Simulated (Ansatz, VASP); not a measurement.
## Two plane-wave programs on IrS

```xyz
2
Lattice="0.0000 2.6009 2.6009 2.6009 0.0000 2.6009 2.6009 2.6009 0.0000" Properties=species:S:1:pos:R:3 pbc="T T T"
Ir    0.0000    0.0000    0.0000
S     1.3004    1.3004    1.3004
```

Alike in both runs: task single point; functional PBE; k mesh 10 × 10 × 10; occupations gaussian, width 0.05 eV; no spin polarisation.

```csv
,VASP,Ansatz
version,VASP 6.6.1,Ansatz 0.2.0
potentials or method,"VASP PAW PBE potentials, release 64 (Ir, S), cutoff 520 eV","scalar-relativistic, plane waves, PAW"
valence electrons in the cell,15,23
```

Ansatz gave:

* gap on the k mesh at the Fermi level (eV): none
* pressure (GPa): 6.9

Task: Which values does VASP return?

Result: gap on the k mesh at the Fermi level (eV): none; pressure (GPa): 7.6.

A gap of «none» marks a metal or a gap that the smearing closes. VASP's potentials hold 15 valence electrons a cell and Ansatz's 23, so a difference there can come from the potentials and not from the codes.

Spin-orbit coupling is off throughout.
